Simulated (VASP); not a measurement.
Write the native input for VASP 6.6.1 that does the following.

```
Task                   : relaxation of the atoms
Functional             : PBE
Potentials or basis    : VASP PAW PBE potentials, release 64 (Pt)
Cutoff                 : 450 eV
k mesh                 : 12 × 12 × 1
Occupations            : fermi-dirac, width 0.08 eV
Spin                   : no spin polarisation
Dipole correction      : yes
Further INCAR settings : ALGO = Normal; EDIFF = 1e-07; NELMDL = -8; IBRION = 2; EDIFFG = -0.01; NSW = 60
```

The structure of Pt lies in POSCAR:

```
Pt
1.0
    2.8080030018      0.0000000000      0.0000000000
    0.0000000000      2.8080030018      0.0000000000
    0.0000000000      0.0000000000     21.9567000000
Pt
4
Direct
    0.2500000000      0.2500000000      0.3643540720
    0.7500000000      0.7500000000      0.4547846903
    0.2500000000      0.2500000000      0.5452153091
    0.7500000000      0.7500000000      0.6356459280
```

These files were run (other wordings do the same):

INCAR

```
PREC = Accurate
ENCUT = 450
EDIFF = 1E-7
ISMEAR = -1
SIGMA = 0.08
LREAL = False
LASPH = True
NELM = 120
ALGO = Normal
ISIF = 2
LWAVE = False
LCHARG = False
LDIPOL = True
IDIPOL = 3
DIPOL = 0.5 0.5 0.500
GGA = PE
IBRION = 2
NSW = 60
EDIFFG = -0.01
GGA_COMPAT = False
NELMIN = 4
NELMDL = -8
```

KPOINTS

```
Automatic mesh
0
Gamma
  12 12 1
```

Potentials or basis: VASP PAW PBE potentials, release 64 (Pt).

Run with:

```sh
$ cat potpaw_PBE.64/Pt/POTCAR > POTCAR
$ mpirun -np 1 vasp_std > vasp.out
```

Results of the run:

```json
{
  "Energy gained by relaxing": "6.3 meV/atom",
  "Ionic steps": "6",
  "Largest force after relaxing": "0.006 eV/Å",
  "Band gap on the k mesh": "zero (bands 20 and 21 overlap by 1.40 eV)"
}
```

Caveat: spin-orbit coupling is left out, which moves the levels of the heavy elements.

It took 13 min on 1 thread of Oxide Virtual Turin-like Processor, with other jobs on the host, peak memory 0.25 GiB.
